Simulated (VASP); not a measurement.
# InSb (I-4m2) in VASP: notebook, part 2 of 2

VASP 6.6.1. Earlier steps stand in the parts before.

## 3. Single point, r2SCAN (strain +0.0050 x Voigt [0, 0, 1, 0, 0, 0])

Input file POSCAR:

```
InSb
1.0
    0.0000000000      3.2391000000      3.2552955000
    3.2391000000      0.0000000000      3.2552955000
    3.2391000000      3.2391000000      0.0000000000
In Sb
1 1
Direct
    0.0000000000      0.0000000000      0.0000000000
    0.7500000000      0.7500000000      0.7500000000
```

Input file INCAR.step1:

```
SYSTEM = InSb
PREC = Accurate
ENCUT = 520
ISMEAR = 0
SIGMA = 0.03
LREAL = .False.
LASPH = .True.
NELM = 100
NBANDS = 16
GGA = PE
ALGO = Normal
EDIFF = 1E-4
LWAVE = .True.
LCHARG = .False.
```

Input file INCAR.step2:

```
SYSTEM = InSb
PREC = Accurate
ENCUT = 520
EDIFF = 1E-6
ISMEAR = 0
SIGMA = 0.03
LREAL = .False.
LASPH = .True.
NELM = 100
ALGO = Normal
ISIF = 2
LWAVE = .False.
LCHARG = .True.
METAGGA = R2SCAN
LMIXTAU = .True.
LELF = .True.
LVHAR = .True.
NBANDS = 16
ISTART = 1
```

Input file KPOINTS:

```
Automatic mesh
0
Gamma
  10 10 10
  0 0 0
```

Potentials or basis: VASP PAW PBE potentials, release 64 (In_d, Sb).

On the command line:

```
$ cat potpaw_PBE.64/In_d/POTCAR potpaw_PBE.64/Sb/POTCAR > POTCAR
$ cp INCAR.step1 INCAR
$ mpirun -np 1 vasp_std > vasp.out
$ cp INCAR.step2 INCAR
$ mpirun -np 1 vasp_std > vasp.out
```

OUTCAR:

```text
SYSTEM = InSb
   PREC = Accurate
   ENCUT = 520
   EDIFF = 1E-6
   ISMEAR = 0
   LREAL = .False.
   LASPH = .True.
   NELM = 100
   ISIF = 2
   METAGGA = R2SCAN
   ISTART = 1

 ion  position               nearest neighbor table
   1  0.000  0.000  0.000-   2 2.81   2 2.81   2 2.81   2 2.81
   2  0.750  0.750  0.750-   1 2.81   1 2.81   1 2.81   1 2.81

  LATTYP: Found a body centered tetragonal cell.
 ALAT       =     4.5807791499
 C/A-ratio  =     1.4212846302

  Lattice vectors:

 A1 = (  -3.2391000000,   0.0000000000,   3.2552955000)
 A2 = (   3.2391000000,   0.0000000000,   3.2552955000)
 A3 = (   0.0000000000,   3.2391000000,  -3.2552955000)

Analysis of symmetry for initial positions (statically):
=====================================================================
 Subroutine PRICEL returns:
 Original cell was already a primitive cell.

 Routine SETGRP: Setting up the symmetry group for a
 body centered tetragonal supercell.

 Subroutine GETGRP returns: Found  8 space group operations
 (whereof  8 operations were pure point group operations)
 out of a pool of 16 trial point group operations.

The static configuration has the point symmetry D_2d.

Analysis of symmetry for dynamics (positions and initial velocities):
=====================================================================
 Subroutine PRICEL returns:
 Original cell was already a primitive cell.

 Routine SETGRP: Setting up the symmetry group for a
 body centered tetragonal supercell.

 Subroutine GETGRP returns: Found  8 space group operations
 (whereof  8 operations were pure point group operations)
 out of a pool of 16 trial point group operations.

The dynamic configuration has the point symmetry D_2d.

 Subroutine INISYM returns: Found  8 space group operations
 (whereof  8 operations are pure point group operations),
 and found     1 'primitive' translations

----------------------------------------------------------------------------------------

                                     Primitive cell

  volume of cell :      68.3076

  direct lattice vectors                    reciprocal lattice vectors
     0.000000000  3.239100000  3.255295500    -0.154363867  0.154363867  0.153595887
     3.239100000  0.000000000  3.255295500     0.154363867 -0.154363867  0.153595887
     3.239100000  3.239100000  0.000000000     0.154363867  0.154363867 -0.153595887

  length of vectors
     4.592245377  4.592245377  4.580779150     0.266923403  0.266923403  0.266923403

  position of ions in fractional coordinates (direct lattice)
     0.000000000  0.000000000  0.000000000
     0.750000000  0.750000000  0.750000000

  ion indices of the primitive-cell ions
   primitive index   ion index
                 1           1
                 2           2

----------------------------------------------------------------------------------------

 KPOINTS: Automatic mesh

Automatic generation of k-mesh.
 Grid dimensions read from file:
 generate k-points for:   10   10   10

 Generating k-lattice:

  Cartesian coordinates                     Fractional coordinates (reciprocal lattice)
    -0.015436387  0.015436387  0.015359589     0.100000000  0.000000000  0.000000000
     0.015436387 -0.015436387  0.015359589     0.000000000  0.100000000  0.000000000
     0.015436387  0.015436387 -0.015359589    -0.000000000 -0.000000000  0.100000000

  Length of vectors
     0.026692340  0.026692340  0.026692340

  Shift w.r.t. Gamma in fractional coordinates (k-lattice)
     0.000000000  0.000000000  0.000000000

 Subroutine IBZKPT returns following result:
 ===========================================

 Found    102 irreducible k-points:

 Following reciprocal coordinates:
            Coordinates               Weight
  0.000000  0.000000  0.000000      1.000000
  0.100000  0.000000  0.000000      8.000000
  0.200000  0.000000  0.000000      8.000000
  0.300000  0.000000  0.000000      8.000000
  0.400000  0.000000  0.000000      8.000000
  0.500000  0.000000  0.000000      4.000000
[... 16 lines left out ...]
  0.300000  0.300000  0.000000      2.000000
  0.400000  0.300000  0.000000      8.000000
 [... further k-points ...]
   k-points           NKPTS =    102   k-points in BZ     NKDIM =    102   number of bands    NBANDS=     16
   number of dos      NEDOS =    301   number of ions     NIONS =      2
   total plane-waves  NPLWV =  46656
   dimension x,y,z NGX =    36 NGY =   36 NGZ =   36
   dimension x,y,z NGXF=    72 NGYF=   72 NGZF=   72
   ions per type =               1   1
   NGX,Y,Z   is equivalent  to a cutoff of  13.03, 13.03, 13.07 a.u.
   NGXF,Y,Z  is equivalent  to a cutoff of  26.07, 26.07, 26.13 a.u.
 SYSTEM =  InSb
   PREC   = accura    normal or accurate (medium, high low for compatibility)
   ISTART =      1    job   : 0-new  1-cont  2-samecut
   ICHARG =      0    charge: 1-file 2-atom 10-const
   ISPIN  =      1    spin polarized calculation?
   LNONCOLLINEAR =      F non collinear calculations
   LSORBIT =      F    spin-orbit coupling
   LASPH  =      T    aspherical Exc in radial PAW
   ENCUT  =  520.0 eV  38.22 Ry    6.18 a.u.   8.54  8.54  8.52*2*pi/ulx,y,z
   NELM   =    100;   NELMIN=  2; NELMDL=  0     # of ELM steps
   EDIFF  = 0.1E-05   stopping-criterion for ELM
   LREAL  =      F    real-space projection
   EDIFFG = 0.1E-04   stopping-criterion for IOM
   NSW    =      0    number of steps for IOM
   IBRION =     -1    ionic relax: 0-MD 1-quasi-New 2-CG
   NFREE  =      0    steps in history (QN), initial steepest desc. (CG)
   ISIF   =      2    stress and relaxation
   ISYM   =      2    0-nonsym 1-usesym 2-fastsym
   POTIM  = 0.5000    time-step for ionic-motion
   TEBEG  =    0.0;   TEEND  =   0.0 temperature during run
   PSTRESS=    0.0 pullay stress
   NELECT =      18.0000    total number of electrons
   NUPDOWN=      -1.0000    fix difference up-down
   EMIN   =  10.00;   EMAX   =-10.00  energy-range for DOS
   EFERMI =   0.00;   METHOD = LEGACY
   ISMEAR =     0;   SIGMA  =   0.03  broadening in eV -4-tet -1-fermi 0-gaus
   EFERMI_NEDOS =   21; number of points for ismear=-14 and -15
   IALGO  =     38    algorithm
   IMIX   =      4    mixing-type and parameters
     AMIX     =   0.40;   BMIX     =  1.00
     AMIX_MAG =   1.60;   BMIX_MAG =  1.00
  volume/ion in A,a.u.               =      34.15       230.48
  Fermi-wavevector in a.u.,A,eV,Ry     =   1.049565  1.983390 14.987993  1.101586
  Thomas-Fermi vector in A             =   2.184533
   LORBIT       =      0    0 simple, 1 ext, 2 COOP (PROOUT), +10 PAW based schemes
   METAGGA = R2SCAN    functional components
   LHFCALC =     F    Hartree Fock is set to
   AEXX    =    0.0000 exact exchange contribution
   IVDW    =     0    specifies the selected vdW correction
   LEPSILON=     F    determine dielectric tensor
   LRPA    =     F    only Hartree local field effects (RPA)
 non-spin polarized calculation
 Gauss-broadening in eV      SIGMA  =   0.03
  energy-cutoff  :      520.00
  volume of cell :       68.31
 maximum number of plane-waves:      1857
 NGX is ok and might be reduce to    36
   NGX = 17   NGY = 17   NGZ = 17

 number of electron      17.9999993 magnetization

 Free energy of the ion-electron system (eV)
  ---------------------------------------------------
  ext. energy  EPLUGINS =         0.00000000
  ---------------------------------------------------
  free energy    TOTEN  =       -48.75786369 eV

  energy without entropy =      -48.75786368  energy(sigma->0) =      -48.75786368

 E-fermi :   4.9838     XC(G=0):  -9.2221

 val. band max:        4.8813198591   @ k =   0.0000   0.0000   0.0000
 cond. band min:       5.0833130079   @ k =   0.0000   0.0000   0.0000
 fundamental gap:      0.2019931488
 Fermi energy:         4.9837624859

 k-point     1 :       0.0000    0.0000    0.0000
  band No.  band energies     occupation
      1     -10.2128      2.00000
      2     -10.2118      2.00000
      3     -10.2118      2.00000
      4     -10.1119      2.00000
      5     -10.1111      2.00000
      6      -6.2188      2.00000
[... 8 lines left out ...]
     15      13.5263      0.00000
     16      13.6027      0.00000
[... 419 lines left out ...]
 k-point    24 :       0.4000    0.3000    0.0000
  band No.  band energies     occupation
      1     -10.2799      2.00000
      2     -10.1761      2.00000
      3     -10.1752      2.00000
      4     -10.1251      2.00000
      5     -10.1048      2.00000
      6      -4.7868      2.00000
[... 8 lines left out ...]
     15      15.0004      0.00000
     16      15.4917      0.00000

 [... further k-points ...]

------------------------ aborting loop because EDIFF is reached ----------------------------------------

  FORCE on cell =-STRESS in cart. coord.  units (eV):
  Direction    XX          YY          ZZ          XY          YZ          ZX
  --------------------------------------------------------------------------------------
  -------------------------------------------------------------------------------------
  Total        0.6282895      0.6282895      0.5635650      0.0000000      0.0000000      0.0000000
  in kB       14.7367354     14.7367354     13.2186008      0.0000000      0.0000000      0.0000000
  external PRESSURE =      14.2306906 kB  Pullay stress =       0.0000000 kB

 VOLUME and BASIS-vectors are now :
 -----------------------------------------------------------------------------
  energy-cutoff  :      520.00
  volume of cell :       68.31
      direct lattice vectors                 reciprocal lattice vectors
     0.000000000  3.239100000  3.255295500    -0.154363867  0.154363867  0.153595887
     3.239100000  0.000000000  3.255295500     0.154363867 -0.154363867  0.153595887
     3.239100000  3.239100000  0.000000000     0.154363867  0.154363867 -0.153595887

 POSITION                                       TOTAL-FORCE (eV/Angst)
 -----------------------------------------------------------------------------------
      0.00000      0.00000      0.00000        -0.000000     -0.000000     -0.000000
      4.85865      4.85865      4.88294         0.000000      0.000000      0.000000
 -----------------------------------------------------------------------------------
    total drift:                                0.000002      0.000002      0.000001

  FREE ENERGIE OF THE ION-ELECTRON SYSTEM (eV)
  ---------------------------------------------------
  free  energy   TOTEN  =       -48.7578636851 eV

  energy  without entropy=      -48.7578636846  energy(sigma->0) =      -48.75786368
```

Run time: 5 min. Hardware: 1 thread of Intel Xeon Platinum 8488C (Sapphire Rapids), shared host; peak memory 0.3 GiB.

What came out:

```yaml
Free_energy: -48.7579 eV
Pressure: 1.4 GPa
Band_gap_on_the_k_mesh: 0.20 eV, direct
```

Stress tensor (GPa, compression positive):
```
1.47 0.00 0.00
0.00 1.47 0.00
0.00 0.00 1.32
```

Caveat: the cell differs from its parent crystal (strain +0.0050 x Voigt [0, 0, 1, 0, 0, 0]); the PAW data sets were made with another functional, which shifts forces and pressure a little; spin-orbit coupling is left out, which moves the levels of the heavy elements.
